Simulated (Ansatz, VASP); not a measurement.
**One calculation of Ru, two programs**

```
CELL_PARAMETERS angstrom
2.70580 0.00000 0.00000
-1.35290 2.34329 0.00000
0.00000 0.00000 4.28190
ATOMIC_POSITIONS crystal
Ru 0.66667 0.33333 0.75000
Ru 0.33333 0.66667 0.25000
```

Alike in both runs: task relaxation of cell and atoms; functional PBE; dispersion D3(BJ); k mesh 11 × 11 × 6; occupations fermi-dirac, width 0.05 eV; no spin polarisation.

```csv
,VASP,Ansatz
version,VASP 6.6.1,Ansatz 0.2.0
potentials or method,"VASP PAW PBE potentials, release 64 (Ru_pv), cutoff 600 eV","all-electron LAPW, scalar-relativistic"
```

|  | VASP | Ansatz | Ansatz less VASP |
| --- | --- | --- | --- |
| relaxed volume (Å³/atom) | 13.44 | 13.44 | +0.001 |
| relaxed cell length with the largest relative difference (Å) | 2.697 | 2.697 | 0.0000 |

Ansatz ran all-electron here, and VASP with PAW potentials.
